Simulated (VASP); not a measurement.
# Ni (Pm-3m) in VASP: a series of runs

Runs on Ni. Level: PBE. Tasks: single point, relaxation of cell and atoms.

Everything below comes from runs of VASP 6.6.1. Logs are shortened: lines on timing, memory, paths and dates and some standing lists are left out, and cuts for length are marked.

## (1) The cell of the first run

The structure is cubic, space group Pm-3m (No. 221). The conventional cell has a = 2.328 Å, b = 2.328 Å, c = 2.328 Å, α = 90.00°, β = 90.00°, γ = 90.00°. Within 3.1 Å of Ni (site symmetry m-3m) lie 6 Ni at 2.33 Å.

This isn't the form of Ni at room conditions, which is fcc.

## (2) Single point, PBE, collinear spin, ferromagnetic start (12.62 Å³/atom)

The input, INCAR:

```
SYSTEM = Ni
ALGO     = Normal         ! electronic algorithm
EDIFF    = 1E-6           ! SCF threshold, eV
ENCUT    = 520            ! plane-wave cutoff, eV
GGA      = PE             ! functional
ISIF     = 2              ! what is computed and relaxed
ISMEAR   = -1             ! smearing method
ISPIN    = 2              ! spin polarisation
LASPH    = .True.         ! aspherical terms in the spheres
LCHARG   = .False.        ! write CHGCAR
LMAXMIX  = 4              ! l up to which the mixer works
LORBIT   = 11             ! projections on sites
LREAL    = .False.        ! projectors in reciprocal space
LWAVE    = .False.        ! write WAVECAR
MAGMOM   = 0.575          ! initial moments
NBANDS   = 15             ! bands
NELM     = 150            ! most SCF steps
PREC     = Accurate       ! precision mode
SIGMA    = 0.05           ! smearing width, eV
```

The input, KPOINTS:

```
k-points
0
Gamma
  15 15 15
  0 0 0
```

The input, POSCAR:

```
Ni
1.0
    2.3283262107      0.0000000000      0.0000000000
    0.0000000000      2.3283262107      0.0000000000
    0.0000000000      0.0000000000      2.3283262107
Ni
1
Direct
    0.0000000000      0.0000000000      0.0000000000
```

Potentials or basis: VASP PAW PBE potentials, release 64 (Ni).

Command:

```bash
$ cat potpaw_PBE.64/Ni/POTCAR > POTCAR
$ mpirun -np 1 vasp_std > vasp.out
```

OUTCAR:

```text
SYSTEM = Ni
   EDIFF = 1E-6
   ENCUT = 520
   GGA = PE
   ISIF = 2
   ISMEAR = -1
   ISPIN = 2
   LASPH = .True.
   LORBIT = 11
   LREAL = .False.
   NELM = 150
   PREC = Accurate

 ion  position               nearest neighbor table
   1  0.000  0.000  0.000-

  LATTYP: Found a simple cubic cell.
 ALAT       =     2.3283262107

  Lattice vectors:

 A1 = (   2.3283262107,   0.0000000000,   0.0000000000)
 A2 = (   0.0000000000,   2.3283262107,   0.0000000000)
 A3 = (   0.0000000000,   0.0000000000,   2.3283262107)

Analysis of symmetry for initial positions (statically):
=====================================================================
 Subroutine PRICEL returns:
 Original cell was already a primitive cell.

 Routine SETGRP: Setting up the symmetry group for a
 simple cubic supercell.

 Subroutine GETGRP returns: Found 48 space group operations
 (whereof 48 operations were pure point group operations)
 out of a pool of 48 trial point group operations.

The static configuration has the point symmetry O_h .

Analysis of symmetry for dynamics (positions and initial velocities):
=====================================================================
 Subroutine PRICEL returns:
 Original cell was already a primitive cell.

 Routine SETGRP: Setting up the symmetry group for a
 simple cubic supercell.

 Subroutine GETGRP returns: Found 48 space group operations
 (whereof 48 operations were pure point group operations)
 out of a pool of 48 trial point group operations.

The dynamic configuration has the point symmetry O_h .

Analysis of structural, dynamic, and magnetic symmetry:
=====================================================================
 Subroutine PRICEL returns:
 Original cell was already a primitive cell.

 Routine SETGRP: Setting up the symmetry group for a
 simple cubic supercell.

 Subroutine GETGRP returns: Found 48 space group operations
 (whereof 48 operations were pure point group operations)
 out of a pool of 48 trial point group operations.

The overall configuration has the point symmetry O_h .

 Subroutine INISYM returns: Found 48 space group operations
 (whereof 48 operations are pure point group operations),
 and found     1 'primitive' translations

----------------------------------------------------------------------------------------

                                     Primitive cell

  volume of cell :      12.6221

  direct lattice vectors                    reciprocal lattice vectors
     2.328326211  0.000000000  0.000000000     0.429493082  0.000000000  0.000000000
     0.000000000  2.328326211  0.000000000     0.000000000  0.429493082  0.000000000
     0.000000000  0.000000000  2.328326211     0.000000000  0.000000000  0.429493082

  length of vectors
     2.328326211  2.328326211  2.328326211     0.429493082  0.429493082  0.429493082

  position of ions in fractional coordinates (direct lattice)
     0.000000000  0.000000000  0.000000000

  ion indices of the primitive-cell ions
   primitive index   ion index
                 1           1

----------------------------------------------------------------------------------------

 KPOINTS: k-points

Automatic generation of k-mesh.
 Grid dimensions read from file:
 generate k-points for:   15   15   15

 Generating k-lattice:

  Cartesian coordinates                     Fractional coordinates (reciprocal lattice)
     0.028632872  0.000000000  0.000000000     0.066666667  0.000000000  0.000000000
     0.000000000  0.028632872  0.000000000     0.000000000  0.066666667  0.000000000
     0.000000000  0.000000000  0.028632872     0.000000000  0.000000000  0.066666667

  Length of vectors
     0.028632872  0.028632872  0.028632872

  Shift w.r.t. Gamma in fractional coordinates (k-lattice)
     0.000000000  0.000000000  0.000000000

 Subroutine IBZKPT returns following result:
 ===========================================

 Found    120 irreducible k-points:

 Following reciprocal coordinates:
            Coordinates               Weight
  0.000000  0.000000  0.000000      1.000000
  0.066667  0.000000  0.000000      6.000000
  0.133333  0.000000  0.000000      6.000000
  0.200000  0.000000  0.000000      6.000000
  0.266667  0.000000  0.000000      6.000000
  0.333333  0.000000  0.000000      6.000000
[... 16 lines left out ...]
  0.266667  0.200000  0.000000     24.000000
  0.333333  0.200000  0.000000     24.000000
 [... further k-points ...]
   k-points           NKPTS =    120   k-points in BZ     NKDIM =    120   number of bands    NBANDS=     15
   number of dos      NEDOS =    301   number of ions     NIONS =      1
   total plane-waves  NPLWV =   5832
   dimension x,y,z NGX =    18 NGY =   18 NGZ =   18
   dimension x,y,z NGXF=    36 NGYF=   36 NGZF=   36
   ions per type =               1
   NGX,Y,Z   is equivalent  to a cutoff of  12.85, 12.85, 12.85 a.u.
   NGXF,Y,Z  is equivalent  to a cutoff of  25.70, 25.70, 25.70 a.u.
 SYSTEM =  Ni
   PREC   = accura    normal or accurate (medium, high low for compatibility)
   ISTART =      0    job   : 0-new  1-cont  2-samecut
   ICHARG =      2    charge: 1-file 2-atom 10-const
   ISPIN  =      2    spin polarized calculation?
   LNONCOLLINEAR =      F non collinear calculations
   LSORBIT =      F    spin-orbit coupling
   LASPH  =      T    aspherical Exc in radial PAW
   ENCUT  =  520.0 eV  38.22 Ry    6.18 a.u.   4.33  4.33  4.33*2*pi/ulx,y,z
   NELM   =    150;   NELMIN=  2; NELMDL= -5     # of ELM steps
   EDIFF  = 0.1E-05   stopping-criterion for ELM
   LREAL  =      F    real-space projection
   EDIFFG = 0.1E-04   stopping-criterion for IOM
   NSW    =      0    number of steps for IOM
   IBRION =     -1    ionic relax: 0-MD 1-quasi-New 2-CG
   NFREE  =      0    steps in history (QN), initial steepest desc. (CG)
   ISIF   =      2    stress and relaxation
   ISYM   =      2    0-nonsym 1-usesym 2-fastsym
   POTIM  = 0.5000    time-step for ionic-motion
   TEBEG  =    0.0;   TEEND  =   0.0 temperature during run
   PSTRESS=    0.0 pullay stress
   NELECT =      10.0000    total number of electrons
   NUPDOWN=      -1.0000    fix difference up-down
   EMIN   =  10.00;   EMAX   =-10.00  energy-range for DOS
   EFERMI =   0.00;   METHOD = LEGACY
   ISMEAR =    -1;   SIGMA  =   0.05  broadening in eV -4-tet -1-fermi 0-gaus
   EFERMI_NEDOS =   21; number of points for ismear=-14 and -15
   IALGO  =     38    algorithm
   IMIX   =      4    mixing-type and parameters
     AMIX     =   0.40;   BMIX     =  1.00
     AMIX_MAG =   1.60;   BMIX_MAG =  1.00
  volume/ion in A,a.u.               =      12.62        85.18
  Fermi-wavevector in a.u.,A,eV,Ry     =   1.514832  2.862617 31.221487  2.294715
  Thomas-Fermi vector in A             =   2.624436
   LORBIT       =     11    0 simple, 1 ext, 2 COOP (PROOUT), +10 PAW based schemes
   GGA     = PE    functional components
   LHFCALC =     F    Hartree Fock is set to
   AEXX    =    0.0000 exact exchange contribution
   IVDW    =     0    specifies the selected vdW correction
   LEPSILON=     F    determine dielectric tensor
   LRPA    =     F    only Hartree local field effects (RPA)
 spin polarized calculation
  energy-cutoff  :      520.00
  volume of cell :       12.62
 maximum number of plane-waves:       350
 NGX is ok and might be reduce to    18
   NGX =  9   NGY =  9   NGZ =  9

 number of electron      10.0000019 magnetization       0.5135519

 Free energy of the ion-electron system (eV)
  ---------------------------------------------------
  ext. energy  EPLUGINS =         0.00000000
  ---------------------------------------------------
  free energy    TOTEN  =        -4.78228936 eV

  energy without entropy =       -4.76523349  energy(sigma->0) =       -4.77376142

 E-fermi :   7.4357     XC(G=0): -12.3025

 val. band max:        7.4338035300   @ k =   0.2667   0.2667   0.1333
 cond. band min:       7.4522163646   @ k =   0.4667   0.1333   0.1333
 fundamental gap:      0.0184128347
 Fermi energy:         7.4357183028

 spin component 1

 k-point     1 :       0.0000    0.0000    0.0000
  band No.  band energies     occupation
      1      -0.5316      1.00000
      2       3.8886      1.00000
      3       3.8886      1.00000
      4       7.0738      0.99928
      5       7.0738      0.99928
      6       7.0738      0.99928
      7      26.8332      0.00000
      8      26.8332      0.00000
      9      26.8332      0.00000
     10      30.6344      0.00000
     11      30.6344      0.00000
     12      34.8048      0.00000
     13      49.0096      0.00000
     14      49.0096      0.00000
     15      49.0096      0.00000
[... 397 lines left out ...]
 k-point    24 :       0.3333    0.2000    0.0000
  band No.  band energies     occupation
      1       3.0770      1.00000
      2       4.4888      1.00000
      3       5.2185      1.00000
      4       6.3515      1.00000
      5       6.6439      1.00000
      6       6.8058      1.00000
      7      15.3705      0.00000
      8      22.8744      0.00000
      9      31.4307      0.00000
     10      32.2835      0.00000
     11      33.3372      0.00000
     12      41.1869      0.00000
     13      41.9673      0.00000
     14      43.8429      0.00000
     15      48.6188      0.00000

 [... further k-points ...]

 spin component 2

 k-point     1 :       0.0000    0.0000    0.0000
  band No.  band energies     occupation
      1      -0.5125      1.00000
      2       4.2871      1.00000
      3       4.2871      1.00000
      4       7.7117      0.00399
      5       7.7117      0.00399
      6       7.7117      0.00399
      7      26.9044      0.00000
      8      26.9044      0.00000
      9      26.9044      0.00000
     10      30.7091      0.00000
     11      30.7091      0.00000
     12      34.8029      0.00000
     13      49.0335      0.00000
     14      49.0335      0.00000
     15      49.0335      0.00000
[... 397 lines left out ...]
 k-point    24 :       0.3333    0.2000    0.0000
  band No.  band energies     occupation
      1       3.1953      1.00000
      2       4.8955      1.00000
      3       5.6314      1.00000
      4       6.9582      0.99993
      5       7.0919      0.99897
      6       7.4323      0.51731
      7      15.5210      0.00000
      8      22.9744      0.00000
      9      31.5098      0.00000
     10      32.3888      0.00000
     11      33.3306      0.00000
     12      41.2218      0.00000
     13      42.0511      0.00000
     14      43.8633      0.00000
     15      48.6907      0.00000

 [... further k-points ...]

------------------------ aborting loop because EDIFF is reached ----------------------------------------

  FORCE on cell =-STRESS in cart. coord.  units (eV):
  Direction    XX          YY          ZZ          XY          YZ          ZX
  --------------------------------------------------------------------------------------
  -------------------------------------------------------------------------------------
  Total       -0.0078189     -0.0078189     -0.0078189     -0.0000000     -0.0000000      0.0000000
  in kB       -0.9924842     -0.9924842     -0.9924842     -0.0000000     -0.0000000      0.0000000
  external PRESSURE =      -0.9924842 kB  Pullay stress =       0.0000000 kB

 VOLUME and BASIS-vectors are now :
 -----------------------------------------------------------------------------
  energy-cutoff  :      520.00
  volume of cell :       12.62
      direct lattice vectors                 reciprocal lattice vectors
     2.328326211  0.000000000  0.000000000     0.429493082  0.000000000  0.000000000
     0.000000000  2.328326211  0.000000000     0.000000000  0.429493082  0.000000000
     0.000000000  0.000000000  2.328326211     0.000000000  0.000000000  0.429493082

 POSITION                                       TOTAL-FORCE (eV/Angst)
 -----------------------------------------------------------------------------------
      0.00000      0.00000      0.00000         0.000000      0.000000      0.000000
 -----------------------------------------------------------------------------------
    total drift:                               -0.000000      0.000000      0.000000

  FREE ENERGIE OF THE ION-ELECTRON SYSTEM (eV)
  ---------------------------------------------------
  free  energy   TOTEN  =        -4.7822893592 eV

  energy  without entropy=       -4.7652334854  energy(sigma->0) =       -4.77376142

 total charge

# of ion       s       p       d       tot
------------------------------------------
    1        0.508   0.385   8.354   9.247

 magnetization (x)

# of ion       s       p       d       tot
------------------------------------------
    1       -0.000  -0.003   0.521   0.518
```

Run time: 39 s. Hardware: 1 thread of Intel Xeon 8259CL, shared host; peak memory 0.15 GiB.

What came out:

```
Free energy                                           : -4.7823 eV
Pressure                                              : -0.1 GPa
Net moment                                            : 0.51 μB per cell
Site moments                                          : Ni +0.52 μB
Valence electrons inside the program's atomic spheres : Ni 9.25
```

Levels at points of the mesh, in eV from the Fermi level:
Spin up:
| k point | band 2 | band 3 | band 4 | band 5 | band 6 | band 7 | band 8 | band 9 |
| --- | --- | --- | --- | --- | --- | --- | --- | --- |
| (0.00, 0.00, 0.00) | -3.55 | -3.55 | -0.36 | -0.36 | -0.36 | 19.40 | 19.40 | 19.40 |
Spin down:
| k point | band 2 | band 3 | band 4 | band 5 | band 6 | band 7 | band 8 | band 9 |
| --- | --- | --- | --- | --- | --- | --- | --- | --- |
| (0.00, 0.00, 0.00) | -3.15 | -3.15 | 0.28 | 0.28 | 0.28 | 19.47 | 19.47 | 19.47 |

## (3) Single point, PBE, collinear spin, ferromagnetic start (13.13 Å³/atom)

This run uses another cell than the first one, of 13.13 Å³/atom.

The input, INCAR:

```
SYSTEM = Ni
PREC = Accurate
ENCUT = 520
EDIFF = 1E-6
ISMEAR = -1
SIGMA = 0.05
LREAL = .FALSE.
LASPH = .TRUE.
NELM = 150
ALGO = Normal
ISIF = 2
LWAVE = .FALSE.
LCHARG = .TRUE.
ISPIN = 2
MAGMOM = 0.575
LORBIT = 11
LMAXMIX = 4
GGA = PE
LELF = .TRUE.
LVHAR = .TRUE.
NBANDS = 15
```

The input, KPOINTS:

```
regular mesh
0
G
  15 15 15
  0 0 0
```

The input, POSCAR:

```
Ni
1.0
    2.3589655955      0.0000000000      0.0000000000
    0.0000000000      2.3589655955      0.0000000000
    0.0000000000      0.0000000000      2.3589655955
Ni
1
Direct
    0.0000000000      0.0000000000      0.0000000000
```

Potentials or basis: VASP PAW PBE potentials, release 64 (Ni).

Command:

```bash
$ cat potpaw_PBE.64/Ni/POTCAR > POTCAR
$ mpirun -np 1 vasp_std > vasp.out
```

Run time: 43 s. Hardware: 1 thread of Intel Xeon 8259CL, shared host; peak memory 0.15 GiB.

Results (log left out):

```yaml
Free_energy: -4.7743 eV
Pressure: -4.8 GPa
Net_moment: 0.60 μB per cell
Site_moments: Ni +0.61 μB
Valence_electrons_inside_the_program's_atomic_spheres: Ni 9.19
```

Levels at points of the mesh, in eV from the Fermi level:
Spin up:
```tsv
k point	band 3	band 4	band 5	band 6	band 7	band 8
(0.00, 0.00, 0.00)	-3.44	-0.44	-0.44	-0.44	18.91	18.91
```
Spin down:
```
           k point  band 1  band 2  band 3  band 4  band 5  band 6  band 7  band 8  band 9  band 10
(0.00, 0.00, 0.00)   -7.72   -2.95   -2.95    0.28    0.28    0.28   18.99   18.99   18.99    22.71
```

Caveat: the cell stands under tension.

(Part 1 of 3 ends here.)
